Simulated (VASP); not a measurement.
A run of VASP 6.6.1:

Contents of INCAR:

```
SYSTEM = Si2C
PREC = Accurate
ENCUT = 520
EDIFF = 1E-7
ISMEAR = 0
SIGMA = 0.1
LREAL = .FALSE.
LASPH = .TRUE.
NELM = 80
ALGO = Normal
ISIF = 2
LWAVE = .FALSE.
LCHARG = .TRUE.
GGA = PE
LELF = .TRUE.
LVHAR = .TRUE.
NBANDS = 21
```

The input KPOINTS:

```
regular mesh
0
G
  6 6 2
  0 0 0
```

The input POSCAR:

```
Si2C
1.0
    3.4407771500      0.0000000000      0.0000000000
   -1.7203885800      2.9798004200      0.0000000000
    0.0000000000      0.0000000000      8.4281483500
Si C
4 2
Direct
    0.3333333300      0.6666666700      0.0416666700
    0.6666666700      0.3333333300      0.7083333300
    0.3333333300      0.6666666700      0.2916666700
    0.6666666700      0.3333333300      0.9583333300
    0.0000000000      0.0000000000      0.3750000000
    0.0000000000      0.0000000000      0.6250000000
```

Potentials or basis: VASP PAW PBE potentials, release 64 (Si, C).

Command:

```console
$ cat potpaw_PBE.64/Si/POTCAR potpaw_PBE.64/C/POTCAR > POTCAR
$ mpirun -np 1 vasp_std > vasp.out
```

Hardware: 1 thread of Intel Xeon 8259CL, with other jobs on the host.

Estimate the wall time of this run.

Run time: 52 s on 1 thread of Intel Xeon 8259CL, on a shared host, peak memory 0.21 GiB. Counts: scf iterations 16, k points 14.
